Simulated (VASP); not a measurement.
# SnTe (Fm-3m) in VASP: vibrations by perturbation theory with PBEsol

Aim: the vibrations by perturbation theory of SnTe with PBEsol.

Program: VASP 6.6.1. These are calculated values, not measurements. Logs are shortened: lines on timing, memory, paths and dates and some standing lists are left out, and cuts for length are marked.

### Step 1. The cell of the first run

The structure is cubic, space group Fm-3m (No. 225). The conventional cell has a = 6.150 Å, b = 6.150 Å, c = 6.150 Å, α = 90.00°, β = 90.00°, γ = 90.00°. Within 4.0 Å of Sn (site symmetry m-3m) lie 6 Te at 3.08 Å. Within 4.0 Å of Te (site symmetry m-3m) lie 6 Sn at 3.08 Å.

### Step 2. Vibrations by perturbation theory, PBEsol

INCAR reads:

```
SYSTEM = SnTe
PREC = Accurate
ENCUT = 500
EDIFF = 1E-8
ISMEAR = 0
SIGMA = 0.01
LREAL = .False.
LASPH = .True.
NELM = 120
ALGO = Normal
ISIF = 2
LWAVE = .False.
LCHARG = .True.
GGA = PS
IBRION = 8
NSW = 1
GGA_COMPAT = .False.
```

KPOINTS reads:

```
regular mesh
0
Gamma
  20 20 20
  0 0 0
```

POSCAR reads:

```
SnTe
1.0
    0.0000000000      3.0750000000      3.0750000000
    3.0750000000      0.0000000000      3.0750000000
    3.0750000000      3.0750000000      0.0000000000
Sn Te
1 1
Direct
    0.0000000000      0.0000000000      0.0000000000
    0.5000000000      0.5000000000      0.5000000000
```

Potentials or basis: VASP PAW PBE potentials, release 64 (Sn_d, Te).

Started as:

```sh
$ cat potpaw_PBE.64/Sn_d/POTCAR potpaw_PBE.64/Te/POTCAR > POTCAR
$ mpirun -np 1 vasp_std > vasp.out
```

OUTCAR:

```text
SYSTEM = SnTe
   PREC = Accurate
   ENCUT = 500
   EDIFF = 1E-8
   ISMEAR = 0
   LREAL = .False.
   LASPH = .True.
   NELM = 120
   ISIF = 2
   GGA = PS
   IBRION = 8
   NSW = 1

 ion  position               nearest neighbor table
   1  0.000  0.000  0.000-   2 3.08   2 3.08   2 3.08   2 3.08   2 3.08   2 3.08
   2  0.500  0.500  0.500-   1 3.08   1 3.08   1 3.08   1 3.08   1 3.08   1 3.08

  LATTYP: Found a face centered cubic cell.
 ALAT       =     6.1500000000

  Lattice vectors:

 A1 = (   0.0000000000,   3.0750000000,   3.0750000000)
 A2 = (   3.0750000000,   0.0000000000,   3.0750000000)
 A3 = (   3.0750000000,   3.0750000000,   0.0000000000)

Analysis of symmetry for initial positions (statically):
=====================================================================
 Subroutine PRICEL returns:
 Original cell was already a primitive cell.

 Routine SETGRP: Setting up the symmetry group for a
 face centered cubic supercell.

 Subroutine GETGRP returns: Found 48 space group operations
 (whereof 48 operations were pure point group operations)
 out of a pool of 48 trial point group operations.

The static configuration has the point symmetry O_h .

Analysis of symmetry for dynamics (positions and initial velocities):
=====================================================================
 Subroutine PRICEL returns:
 Original cell was already a primitive cell.

 Routine SETGRP: Setting up the symmetry group for a
 face centered cubic supercell.

 Subroutine GETGRP returns: Found 48 space group operations
 (whereof 48 operations were pure point group operations)
 out of a pool of 48 trial point group operations.

The dynamic configuration has the point symmetry O_h .

 Subroutine INISYM returns: Found 48 space group operations
 (whereof 48 operations are pure point group operations),
 and found     1 'primitive' translations

----------------------------------------------------------------------------------------

[... 567 lines left out ...]
  external PRESSURE =      36.9308556 kB  Pullay stress =       0.0000000 kB

 VOLUME and BASIS-vectors are now :
 -----------------------------------------------------------------------------
  energy-cutoff  :      500.00
  volume of cell :       58.15
      direct lattice vectors                 reciprocal lattice vectors
     0.000000000  3.075000000  3.075000000    -0.162601626  0.162601626  0.162601626
     3.075000000  0.000000000  3.075000000     0.162601626 -0.162601626  0.162601626
     3.075000000  3.075000000  0.000000000     0.162601626  0.162601626 -0.162601626

 POSITION                                       TOTAL-FORCE (eV/Angst)
 -----------------------------------------------------------------------------------
      0.00000      0.00000      0.00000        -0.000000      0.000000      0.000000
      3.07500      3.07500      3.07500         0.000000     -0.000000     -0.000000
 -----------------------------------------------------------------------------------
    total drift:                                0.000000     -0.000000     -0.000000

  FREE ENERGIE OF THE ION-ELECTRON SYSTEM (eV)
  ---------------------------------------------------
  free  energy   TOTEN  =        -8.2943896898 eV

  energy  without entropy=       -8.2943896898  energy(sigma->0) =       -8.29438969

[... ionic steps 2 to 3 ...]

--------------------------------------- Ionic step        4  -------------------------------------------

------------------------ aborting loop because EDIFF is reached ----------------------------------------

[... ionic steps 5 to 6 ...]

--------------------------------------- Ionic step        7  -------------------------------------------

 Free energy of the ion-electron system (eV)
  ---------------------------------------------------
  ---------------------------------------------------
  free energy    TOTEN  =        -0.04726189 eV

  energy without entropy =       -0.04726189

------------------------ aborting loop because EDIFF is reached ----------------------------------------

 INTERNAL STRAIN TENSOR  FOR ION    2  DIRECTION 1   (eV/Angst):
 -----------------------------------------------------------------------------
     0.00670 -0.00000  0.00000
     0.00000  0.00367 -0.00000
    -0.00000 -0.00000  0.00367

 INTERNAL STRAIN TENSOR FOR ION    2 for displacements in x,y,z  (eV/Angst):
          X           Y           Z          XY          YZ          ZX
  --------------------------------------------------------------------------------
  x     0.00000     0.00000     0.00000     0.00000     0.00000     0.00000
  y     0.00000     0.00000     0.00000     0.00000     0.00000     0.00000
  z     0.00000     0.00000     0.00000     0.00000     0.00000     0.00000

 SECOND DERIVATIVES (NOT SYMMETRIZED)
 ------------------------------------
               1X          1Y          1Z          2X          2Y          2Z
  1X    -1.039113    0.000000    0.000000    1.039113    0.000000    0.000000
  1Y     0.000000   -1.039113    0.000000    0.000000    1.039113    0.000000
  1Z     0.000000    0.000000   -1.039113    0.000000    0.000000    1.039113
  2X     1.049202    0.000000    0.000000   -1.049202    0.000000    0.000000
  2Y     0.000000    1.049202    0.000000    0.000000   -1.049202    0.000000
  2Z     0.000000    0.000000    1.049202    0.000000    0.000000   -1.049202

 Eigenvectors and eigenvalues of the dynamical matrix
 ----------------------------------------------------

   1 f  =    2.036897 THz    12.798204 2PiTHz   67.943585 cm-1     8.423927 meV
             X         Y         Z           dx          dy          dz
      0.000000  0.000000  0.000000     0.000000    0.718076    0.000000
      3.075000  3.075000  3.075000     0.000000   -0.695965    0.000000
[... 21 lines left out ...]
   6 f/i=    0.004918 THz     0.030901 2PiTHz    0.164051 cm-1     0.020340 meV
             X         Y         Z           dx          dy          dz
      0.000000  0.000000  0.000000     0.000000    0.000000   -0.695965
      3.075000  3.075000  3.075000     0.000000    0.000000   -0.718076

--------------------------------------------------------------------------------------------------------

 ELASTIC MODULI CONTR FROM IONIC RELAXATION (kBar)
 Direction    XX          YY          ZZ          XY          YZ          ZX
 --------------------------------------------------------------------------------
 XX           0.0000      0.0000      0.0000      0.0000      0.0000      0.0000
 YY           0.0000      0.0000      0.0000      0.0000      0.0000      0.0000
 ZZ           0.0000      0.0000      0.0000      0.0000      0.0000      0.0000
 XY           0.0000      0.0000      0.0000      0.0000      0.0000      0.0000
 YZ           0.0000      0.0000      0.0000      0.0000      0.0000      0.0000
 ZX           0.0000      0.0000      0.0000      0.0000      0.0000      0.0000
 --------------------------------------------------------------------------------
```

stdout:

```text
POSCAR found type information on POSCAR SnTe
 POSCAR found :  2 types and       2 ions
 scaLAPACK will be used
 -----------------------------------------------------------------------------
|                                                                             |
|                                                                             |
|     You enforced a specific xc type in the INCAR file but a different       |
|     I HOPE YOU KNOW WHAT YOU ARE DOING!                                     |
|                                                                             |
 -----------------------------------------------------------------------------

 LDA part: xc-table for (Slater+PW92), standard interpolation
 POSCAR, INCAR and KPOINTS ok, starting setup
 FFT: planning ... GRIDC
 FFT: planning ... GRID_SOFT
 FFT: planning ... GRID
 WAVECAR not read
 entering main loop
 Linear response reoptimize wavefunctions to high precision
 Linear response DOF=           2
 Linear response progress:
 first order change of Fermi-energy   0.24514E-03
 force on displaced ion       1 direction 1 :  -1.039   0.000   0.000
 Linear response progress:
 first order change of Fermi-energy  -0.22577E-03
 force on displaced ion       2 direction 1 :  -1.049   0.000   0.000
 Linear response finished
```

Run time: 37 min. Hardware: 1 thread of Intel Xeon 8259CL, shared host; peak memory 1.1 GiB.

What came out:

| Quantity | Value |
| --- | --- |
| Highest phonon frequency at Γ, LO-TO splitting left out | 68 cm⁻¹ |

Phonon frequencies in cm⁻¹ (negative: imaginary):
| q point | frequencies |
| --- | --- |
| (0.000, 0.000, 0.000) | 0 0 0 68 68 68 |

Caveat: the cell stands under pressure or tension, which shifts response properties; the PAW data sets were made with another functional, which shifts forces and pressure a little; spin-orbit coupling is left out, which moves the levels of the heavy elements.
